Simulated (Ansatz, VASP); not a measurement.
## One calculation of Ag, two programs

```
CELL_PARAMETERS angstrom
-1.65565 1.67113 1.67113
1.65565 -1.64017 1.64017
1.65565 1.64017 -1.64017
ATOMIC_POSITIONS crystal
Ag 0.00000 0.00000 0.00000
```

Change from the starting cell: strain +0.0187 x Voigt [0, 0, 0, 1, 0, 0], atoms carried along.

Alike in both runs: task single point; functional r2SCAN; k mesh 20 × 20 × 20; occupations gaussian, width 0.15 eV; no spin polarisation.

|  | VASP | Ansatz |
| --- | --- | --- |
| version | VASP 6.6.1 | Ansatz 0.2.0 |
| potentials or method | VASP PAW PBE potentials, release 64 (Ag), cutoff 520 eV | scalar-relativistic, plane waves, PAW |
| valence electrons in the cell | 11 | 19 |

Ansatz gave:

- gap on the k mesh at the Fermi level (eV): none
- pressure (GPa): -3.5
- traceless stress, the component that is largest in VASP (GPa): -0.71

Problem. Which values does VASP return?

Solution. gap on the k mesh at the Fermi level (eV): none; pressure (GPa): -3.4; traceless stress, the component that is largest in VASP (GPa): -0.71.

VASP's potentials were made for PBE, not for r2SCAN. A gap of «none» marks a metal or a gap that the smearing closes. VASP's potentials hold 11 valence electrons a cell and Ansatz's 19, so a difference there can come from the potentials and not from the codes.
